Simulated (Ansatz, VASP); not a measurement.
**TiN: VASP beside Ansatz**

Contents of INCAR:

```
  PREC = Accurate
  ENCUT = 520
  EDIFF = 1E-6
  ISMEAR = -1
  SIGMA = 0.3
  LREAL = False
  LASPH = True
  NELM = 120
  ALGO = Normal
  ISIF = 2
  LWAVE = False
  LCHARG = False
  LDIPOL = True
  IDIPOL = 3
  DIPOL = 0.5 0.5 0.500
  GGA = PS
  NBANDS = 63
  GGA_COMPAT = False
  NELMDL = -8
```

KPOINTS

```
Automatic mesh
0
Gamma
  12 12 1
```

File POSCAR:

```
TiN
1.0
    2.9726300466      0.0000000000      0.0000000000
    0.0000000000      2.9726300466      0.0000000000
    0.0000000000      0.0000000000     25.5098343195
Ti N
6 6
Direct
    0.5000000000      0.5000000000      0.2940042615
    0.0000000000      0.0000000000      0.3764025569
    0.5000000000      0.5000000000      0.4588008523
    0.0000000000      0.0000000000      0.5411991477
    0.5000000000      0.5000000000      0.6235974431
    0.0000000000      0.0000000000      0.7059957385
    0.0000000000      0.0000000000      0.2940042615
    0.5000000000      0.5000000000      0.3764025569
    0.0000000000      0.0000000000      0.4588008523
    0.5000000000      0.5000000000      0.5411991477
    0.0000000000      0.0000000000      0.6235974431
    0.5000000000      0.5000000000      0.7059957385
```

Input for Ansatz:

```yaml
crystal:
  lattice:
    - [2.9726300466, 0.0, 0.0]
    - [0.0, 2.9726300466, 0.0]
    - [0.0, 0.0, 25.5098343195]
  atoms:
    - { symbol: Ti, position: [0.5, 0.5, 0.2940042615] }
    - { symbol: "N", position: [0.0, 0.0, 0.2940042615] }
    - { symbol: Ti, position: [0.0, 0.0, 0.3764025569] }
    - { symbol: "N", position: [0.5, 0.5, 0.3764025569] }
    - { symbol: Ti, position: [0.5, 0.5, 0.4588008523] }
    - { symbol: "N", position: [0.0, 0.0, 0.4588008523] }
    - { symbol: Ti, position: [0.0, 0.0, 0.5411991477] }
    - { symbol: "N", position: [0.5, 0.5, 0.5411991477] }
    - { symbol: Ti, position: [0.5, 0.5, 0.6235974431] }
    - { symbol: "N", position: [0.0, 0.0, 0.6235974431] }
    - { symbol: Ti, position: [0.0, 0.0, 0.7059957385] }
    - { symbol: "N", position: [0.5, 0.5, 0.7059957385] }
basis:
  ecutwfc: 420
kpoints:
  mp_grid: { grid: [12, 12, 1] }
hamiltonian:
  xc: pbesol
scf:
  occupations: { method: fermi_dirac, width: 0.3 }
output:
  forces: true
  stress: true
  eigenvalues: true
efield:
  axis: 3
  dipole_correction: true
  ramp_width: 0.04
```

Alike in both runs: task single point; functional PBEsol; k mesh 12 × 12 × 1; occupations fermi-dirac, width 0.3 eV; no spin polarisation.

|  | VASP | Ansatz |
| --- | --- | --- |
| version | VASP 6.6.1 | Ansatz 0.2.0 |
| potentials or method | VASP PAW PBE potentials, release 64 (Ti_sv, N), cutoff 520 eV | scalar-relativistic, plane waves, PAW |
| valence electrons in the cell | 102 | 102 |

```tsv
	VASP	Ansatz	Ansatz less VASP
gap on the k mesh at the Fermi level (eV)	none	none	-
rms of the force components (eV/Å)	0.537	0.537	+0.0008
```

VASP's potentials were made for PBE, not for PBEsol. A gap of «none» marks a metal or a gap that the smearing closes. The functional is the same, so the differences come from potentials, cutoffs and numerics.
